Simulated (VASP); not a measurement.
# LiCeBr2Cl6 (Fm-3m) in VASP: notebook

The runs below take LiCeBr2Cl6 through single point, with PBE, r2SCAN.

Program: VASP 6.6.1. These are calculated values, not measurements. Logs are shortened: lines on timing, memory, paths and dates and some standing lists are left out, and cuts for length are marked.

**1. The cell of the first run**

Symmetry: Fm-3m, No. 225, cubic system. The conventional cell has a = 10.259 Å, b = 10.259 Å, c = 10.259 Å, α = 90.00°, β = 90.00°, γ = 90.00°. Ce (site symmetry m-3m) has 6 Cl at 2.57 Å within 3.4 Å. Within 3.4 Å of Cl (site symmetry 4mm) lie 1 Li at 2.56 Å and 1 Ce at 2.57 Å. Within 3.4 Å of Li (site symmetry m-3m) lie 6 Cl at 2.56 Å. Within 4.8 Å of Br (site symmetry -43m) lie 12 Cl at 3.63 Å and 4 Ce at 4.44 Å and 4 Li at 4.44 Å.

**2. Single point, PBE**

INCAR reads:

```
SYSTEM = LiCeBr2Cl6
ALGO = Normal
EDIFF = 1E-7
ENCUT = 520
GGA = PE
ISIF = 2
ISMEAR = -1
LASPH = .True.
LCHARG = .False.
LREAL = .False.
LWAVE = .False.
NBANDS = 46
NELM = 80
PREC = Accurate
SIGMA = 0.0128
```

KPOINTS reads:

```
k-points
0
Gamma
  3 3 3
  0 0 0
```

POSCAR reads:

```
LiCeBr2Cl6
1.0
    0.0000000000      5.1292900000      5.1292900000
    5.1292900000      0.0000000000      5.1292900000
    5.1292900000      5.1292900000      0.0000000000
Ce Cl Li Br
1 6 1 2
Direct
    0.0000000000      0.0000000000      0.0000000000
    0.7495400000      0.2504600000      0.2504600000
    0.2504600000      0.7495400000      0.2504600000
    0.2504600000      0.7495400000      0.7495400000
    0.7495400000      0.2504600000      0.7495400000
    0.2504600000      0.2504600000      0.7495400000
    0.7495400000      0.7495400000      0.2504600000
    0.5000000000      0.5000000000      0.5000000000
    0.2500000000      0.2500000000      0.2500000000
    0.7500000000      0.7500000000      0.7500000000
```

Potentials or basis: VASP PAW PBE potentials, release 64 (Ce, Cl, Li_sv, Br).

The run is started by

```sh
> cat potpaw_PBE.64/Ce/POTCAR potpaw_PBE.64/Cl/POTCAR potpaw_PBE.64/Li_sv/POTCAR potpaw_PBE.64/Br/POTCAR > POTCAR
> mpirun -np 1 vasp_std > vasp.out
```

OUTCAR:

```text
SYSTEM = LiCeBr2Cl6
   EDIFF = 1E-7
   ENCUT = 520
   GGA = PE
   ISIF = 2
   ISMEAR = -1
   LASPH = .True.
   LREAL = .False.
   NELM = 80
   PREC = Accurate

 ion  position               nearest neighbor table
   1  0.000  0.000  0.000-   2 2.57   3 2.57   4 2.57   5 2.57   6 2.57   7 2.57
   2  0.750  0.250  0.250-   8 2.56   1 2.57
   3  0.250  0.750  0.250-   8 2.56   1 2.57
   4  0.250  0.750  0.750-   8 2.56   1 2.57
   5  0.750  0.250  0.750-   8 2.56   1 2.57
   6  0.250  0.250  0.750-   8 2.56   1 2.57
   7  0.750  0.750  0.250-   8 2.56   1 2.57
   8  0.500  0.500  0.500-   2 2.56   3 2.56   4 2.56   5 2.56   6 2.56   7 2.56
   9  0.250  0.250  0.250-
  10  0.750  0.750  0.750-

  LATTYP: Found a face centered cubic cell.
 ALAT       =    10.2585800000

  Lattice vectors:

 A1 = (   0.0000000000,   5.1292900000,   5.1292900000)
 A2 = (   5.1292900000,   0.0000000000,   5.1292900000)
 A3 = (   5.1292900000,   5.1292900000,   0.0000000000)

Analysis of symmetry for initial positions (statically):
=====================================================================
 Subroutine PRICEL returns:
 Original cell was already a primitive cell.

 Routine SETGRP: Setting up the symmetry group for a
 face centered cubic supercell.

 Subroutine GETGRP returns: Found 48 space group operations
 (whereof 48 operations were pure point group operations)
 out of a pool of 48 trial point group operations.

The static configuration has the point symmetry O_h .

Analysis of symmetry for dynamics (positions and initial velocities):
=====================================================================
 Subroutine PRICEL returns:
 Original cell was already a primitive cell.

 Routine SETGRP: Setting up the symmetry group for a
 face centered cubic supercell.

 Subroutine GETGRP returns: Found 48 space group operations
 (whereof 48 operations were pure point group operations)
 out of a pool of 48 trial point group operations.

The dynamic configuration has the point symmetry O_h .

 Subroutine INISYM returns: Found 48 space group operations
 (whereof 48 operations are pure point group operations),
 and found     1 'primitive' translations

----------------------------------------------------------------------------------------

                                     Primitive cell

  volume of cell :     269.8993

  direct lattice vectors                    reciprocal lattice vectors
     0.000000000  5.129290000  5.129290000    -0.097479378  0.097479378  0.097479378
     5.129290000  0.000000000  5.129290000     0.097479378 -0.097479378  0.097479378
     5.129290000  5.129290000  0.000000000     0.097479378  0.097479378 -0.097479378

  length of vectors
     7.253911483  7.253911483  7.253911483     0.168839236  0.168839236  0.168839236

  position of ions in fractional coordinates (direct lattice)
     0.000000000  0.000000000  0.000000000
     0.749540000  0.250460000  0.250460000
     0.250460000  0.749540000  0.250460000
     0.250460000  0.749540000  0.749540000
     0.749540000  0.250460000  0.749540000
     0.250460000  0.250460000  0.749540000
     0.749540000  0.749540000  0.250460000
     0.500000000  0.500000000  0.500000000
     0.250000000  0.250000000  0.250000000
     0.750000000  0.750000000  0.750000000

  ion indices of the primitive-cell ions
   primitive index   ion index
                 1           1
                 2           2
                 3           3
                 4           4
                 5           5
                 6           6
                 7           7
                 8           8
                 9           9
                10          10

----------------------------------------------------------------------------------------

 KPOINTS: k-points

Automatic generation of k-mesh.
 Grid dimensions read from file:
 generate k-points for:    3    3    3

 Generating k-lattice:

  Cartesian coordinates                     Fractional coordinates (reciprocal lattice)
    -0.032493126  0.032493126  0.032493126     0.333333333  0.000000000  0.000000000
     0.032493126 -0.032493126  0.032493126     0.000000000  0.333333333  0.000000000
     0.032493126  0.032493126 -0.032493126     0.000000000  0.000000000  0.333333333

  Length of vectors
     0.056279745  0.056279745  0.056279745

  Shift w.r.t. Gamma in fractional coordinates (k-lattice)
     0.000000000  0.000000000  0.000000000

 Subroutine IBZKPT returns following result:
 ===========================================

 Found      4 irreducible k-points:

 Following reciprocal coordinates:
            Coordinates               Weight
  0.000000  0.000000  0.000000      1.000000
  0.333333  0.000000  0.000000      8.000000
  0.333333  0.333333  0.000000      6.000000
 -0.333333  0.333333  0.000000     12.000000
   k-points           NKPTS =      4   k-points in BZ     NKDIM =      4   number of bands    NBANDS=     46
   number of dos      NEDOS =    301   number of ions     NIONS =     10
   total plane-waves  NPLWV = 157464
   dimension x,y,z NGX =    54 NGY =   54 NGZ =   54
   dimension x,y,z NGXF=   108 NGYF=  108 NGZF=  108
   ions per type =               1   6   1   2
   NGX,Y,Z   is equivalent  to a cutoff of  12.38, 12.38, 12.38 a.u.
   NGXF,Y,Z  is equivalent  to a cutoff of  24.75, 24.75, 24.75 a.u.
 SYSTEM =  LiCeBr2Cl6
   PREC   = accura    normal or accurate (medium, high low for compatibility)
   ISTART =      0    job   : 0-new  1-cont  2-samecut
   ICHARG =      2    charge: 1-file 2-atom 10-const
   ISPIN  =      1    spin polarized calculation?
   LNONCOLLINEAR =      F non collinear calculations
   LSORBIT =      F    spin-orbit coupling
   LASPH  =      T    aspherical Exc in radial PAW
   ENCUT  =  520.0 eV  38.22 Ry    6.18 a.u.  13.49 13.49 13.49*2*pi/ulx,y,z
   NELM   =     80;   NELMIN=  2; NELMDL= -5     # of ELM steps
   EDIFF  = 0.1E-06   stopping-criterion for ELM
   LREAL  =      F    real-space projection
   EDIFFG = 0.1E-05   stopping-criterion for IOM
   NSW    =      0    number of steps for IOM
   IBRION =     -1    ionic relax: 0-MD 1-quasi-New 2-CG
   NFREE  =      0    steps in history (QN), initial steepest desc. (CG)
   ISIF   =      2    stress and relaxation
   ISYM   =      2    0-nonsym 1-usesym 2-fastsym
   POTIM  = 0.5000    time-step for ionic-motion
   TEBEG  =    0.0;   TEEND  =   0.0 temperature during run
   PSTRESS=    0.0 pullay stress
   NELECT =      71.0000    total number of electrons
   NUPDOWN=      -1.0000    fix difference up-down
   EMIN   =  10.00;   EMAX   =-10.00  energy-range for DOS
   EFERMI =   0.00;   METHOD = LEGACY
   ISMEAR =    -1;   SIGMA  =   0.01  broadening in eV -4-tet -1-fermi 0-gaus
   EFERMI_NEDOS =   21; number of points for ismear=-14 and -15
   IALGO  =     38    algorithm
   IMIX   =      4    mixing-type and parameters
     AMIX     =   0.40;   BMIX     =  1.00
     AMIX_MAG =   1.60;   BMIX_MAG =  1.00
  volume/ion in A,a.u.               =      26.99       182.14
  Fermi-wavevector in a.u.,A,eV,Ry     =   1.048963  1.982254 14.970822  1.100324
  Thomas-Fermi vector in A             =   2.183907
   LORBIT       =      0    0 simple, 1 ext, 2 COOP (PROOUT), +10 PAW based schemes
   GGA     = PE    functional components
[... 5 lines left out ...]
 non-spin polarized calculation
  energy-cutoff  :      520.00
  volume of cell :      269.90
 maximum number of plane-waves:      7343
 NGX is ok and might be reduce to    54
   NGX = 27   NGY = 27   NGZ = 27

 number of electron      70.9999987 magnetization

 Free energy of the ion-electron system (eV)
  ---------------------------------------------------
  ext. energy  EPLUGINS =         0.00000000
  ---------------------------------------------------
  free energy    TOTEN  =       -31.96319972 eV

  energy without entropy =      -31.94336602  energy(sigma->0) =      -31.95328287

 E-fermi :   0.1910     XC(G=0):  -8.3699

 val. band max:        0.1788149323   @ k =   0.3333   0.3333   0.0000
 cond. band min:       0.2280148814   @ k =   0.3333   0.0000   0.0000
 fundamental gap:      0.0491999491
 Fermi energy:         0.1909825966

 k-point     1 :       0.0000    0.0000    0.0000
  band No.  band energies     occupation
      1     -44.1036      2.00000
      2     -33.0446      2.00000
      3     -16.3843      2.00000
      4     -16.3843      2.00000
      5     -16.3843      2.00000
      6     -13.6057      2.00000
[... 38 lines left out ...]
     45       5.0556      0.00000
     46       5.0556      0.00000

 k-point     2 :       0.3333    0.0000    0.0000
  band No.  band energies     occupation
      1     -44.1035      2.00000
      2     -33.0445      2.00000
      3     -16.3957      2.00000
      4     -16.3811      2.00000
      5     -16.3811      2.00000
      6     -13.4349      2.00000
[... 38 lines left out ...]
     45       5.2284      0.00000
     46       5.3083      0.00000

 k-point     3 :       0.3333    0.3333    0.0000
  band No.  band energies     occupation
      1     -44.1035      2.00000
      2     -33.0445      2.00000
      3     -16.3884      2.00000
      4     -16.3857      2.00000
      5     -16.3857      2.00000
      6     -13.4156      2.00000
[... 38 lines left out ...]
     45       5.1135      0.00000
     46       5.5319      0.00000

 k-point     4 :      -0.3333    0.3333    0.0000
  band No.  band energies     occupation
      1     -44.1035      2.00000
      2     -33.0444      2.00000
      3     -16.3915      2.00000
      4     -16.3880      2.00000
      5     -16.3818      2.00000
      6     -13.3274      2.00000
[... 38 lines left out ...]
     45       5.3069      0.00000
     46       5.5157      0.00000

------------------------ aborting loop because EDIFF is reached ----------------------------------------

  FORCE on cell =-STRESS in cart. coord.  units (eV):
  Direction    XX          YY          ZZ          XY          YZ          ZX
  --------------------------------------------------------------------------------------
  -------------------------------------------------------------------------------------
  Total        3.1135217      3.1135217      3.1135217      0.0000000      0.0000000      0.0000000
  in kB       18.4825005     18.4825005     18.4825005      0.0000000      0.0000000      0.0000000
  external PRESSURE =      18.4825005 kB  Pullay stress =       0.0000000 kB

 VOLUME and BASIS-vectors are now :
 -----------------------------------------------------------------------------
  energy-cutoff  :      520.00
  volume of cell :      269.90
      direct lattice vectors                 reciprocal lattice vectors
     0.000000000  5.129290000  5.129290000    -0.097479378  0.097479378  0.097479378
     5.129290000  0.000000000  5.129290000     0.097479378 -0.097479378  0.097479378
     5.129290000  5.129290000  0.000000000     0.097479378  0.097479378 -0.097479378

 POSITION                                       TOTAL-FORCE (eV/Angst)
 -----------------------------------------------------------------------------------
      0.00000      0.00000      0.00000        -0.000000     -0.000000      0.000000
      2.56936      5.12929      5.12929         0.605514     -0.000000      0.000000
      5.12929      2.56936      5.12929        -0.000000      0.605514      0.000000
      7.68922      5.12929      5.12929        -0.605514     -0.000000      0.000000
      5.12929      7.68922      5.12929        -0.000000     -0.605514      0.000000
      5.12929      5.12929      2.56936        -0.000000     -0.000000      0.605514
      5.12929      5.12929      7.68922        -0.000000     -0.000000     -0.605514
      5.12929      5.12929      5.12929        -0.000000     -0.000000      0.000000
      2.56465      2.56465      2.56465         0.000000      0.000000      0.000000
      7.69393      7.69393      7.69393        -0.000000     -0.000000     -0.000000
 -----------------------------------------------------------------------------------
    total drift:                               -0.000000     -0.000000     -0.000000

  FREE ENERGIE OF THE ION-ELECTRON SYSTEM (eV)
  ---------------------------------------------------
  free  energy   TOTEN  =       -31.9631997174 eV

  energy  without entropy=      -31.9433660248  energy(sigma->0) =      -31.95328287
```

Run time: 6.8 min. Hardware: 1 thread of AMD EPYC 7R13, shared host; peak memory 0.4 GiB.

What came out:

| Property | Result |
| --- | --- |
| Free energy | -31.9632 eV |
| Largest force | 0.606 eV/Å |
| Band gap on the k mesh | zero (an odd number of electrons rules out a gap without spin polarisation) |

Forces on the atoms (eV/Å):
```
Ce   0.000  0.000  0.000
Cl   0.606  0.000  0.000
Cl   0.000  0.606  0.000
Cl  -0.606  0.000  0.000
Cl   0.000 -0.606  0.000
Cl   0.000  0.000  0.606
Cl   0.000  0.000 -0.606
Li   0.000  0.000  0.000
Br   0.000  0.000  0.000
Br   0.000  0.000  0.000
```

Levels at points of the mesh, in eV from the Fermi level:
```csv
k point,band 32,band 33,band 34,band 35,band 36,band 37,band 38,band 39
"(0.00, 0.00, 0.00)",0.04,0.04,0.04,0.07,0.07,0.07,1.23,1.40
```

Caveat: the cutoff is under 1.25 times the usual one of these potentials, so pressure, stress and relaxed cells hold a basis-set (Pulay) error; spin-orbit coupling is left out, which moves the levels of the heavy elements; an odd number of electrons without spin polarisation forces a metal; a magnetic or distorted state may lie lower; the run has no spin polarisation, though such a crystal can be magnetic; semilocal functionals describe open f shells poorly, which spoils levels, moments and volumes.

**3. Single point, r2SCAN**

POSCAR is that of step 2.

INCAR.step1 reads:

```
SYSTEM = LiCeBr2Cl6
PREC = Accurate
ENCUT = 520
ISMEAR = -1
SIGMA = 0.0128
LREAL = .FALSE.
LASPH = .TRUE.
NELM = 80
NBANDS = 46
GGA = PE
ALGO = Normal
EDIFF = 1E-4
LWAVE = .TRUE.
LCHARG = .FALSE.
```

INCAR.step2 reads:

```
SYSTEM = LiCeBr2Cl6
PREC = Accurate
ENCUT = 520
EDIFF = 1E-7
ISMEAR = -1
SIGMA = 0.0128
LREAL = .FALSE.
LASPH = .TRUE.
NELM = 80
ALGO = Normal
ISIF = 2
LWAVE = .FALSE.
LCHARG = .FALSE.
METAGGA = R2SCAN
LMIXTAU = .TRUE.
NBANDS = 46
ISTART = 1
```

KPOINTS reads:

```
regular mesh
0
G
  3 3 3
  0 0 0
```

Potentials or basis: VASP PAW PBE potentials, release 64 (Ce, Cl, Li_sv, Br).

The run is started by

```sh
> cat potpaw_PBE.64/Ce/POTCAR potpaw_PBE.64/Cl/POTCAR potpaw_PBE.64/Li_sv/POTCAR potpaw_PBE.64/Br/POTCAR > POTCAR
> cp INCAR.step1 INCAR
> mpirun -np 1 vasp_std > vasp.out
> cp INCAR.step2 INCAR
> mpirun -np 1 vasp_std > vasp.out
```

It took 21 min on 1 thread of AMD EPYC 7R13, shared host; peak memory 0.46 GiB.

Results (log left out):

```
Free energy            : -107.6296 eV
Largest force          : 0.619 eV/Å
Band gap on the k mesh : zero (an odd number of electrons rules out a gap without spin polarisation)
```

Forces on the atoms (eV/Å):
```
Ce   0.000  0.000  0.000
Cl   0.619  0.000  0.000
Cl   0.000  0.619  0.000
Cl  -0.619  0.000  0.000
Cl   0.000 -0.619  0.000
Cl   0.000  0.000  0.619
Cl   0.000  0.000 -0.619
Li   0.000  0.000  0.000
Br   0.000  0.000  0.000
Br   0.000  0.000  0.000
```

Levels at points of the mesh, in eV from the Fermi level:
```
           k point  band 32  band 33  band 34  band 35  band 36  band 37  band 38  band 39
(0.00, 0.00, 0.00)     0.04     0.04     0.04     0.07     0.07     0.07     1.41     1.61
```

Caveat: the cutoff is under 1.25 times the usual one of these potentials, so pressure, stress and relaxed cells hold a basis-set (Pulay) error; the PAW data sets were made with another functional, which shifts forces and pressure a little; spin-orbit coupling is left out, which moves the levels of the heavy elements; an odd number of electrons without spin polarisation forces a metal; a magnetic or distorted state may lie lower; the run has no spin polarisation, though such a crystal can be magnetic; semilocal functionals describe open f shells poorly, which spoils levels, moments and volumes. With open d or f shells a metallic result of r2SCAN can be an artefact of self-interaction; +U or a hybrid may open a gap.
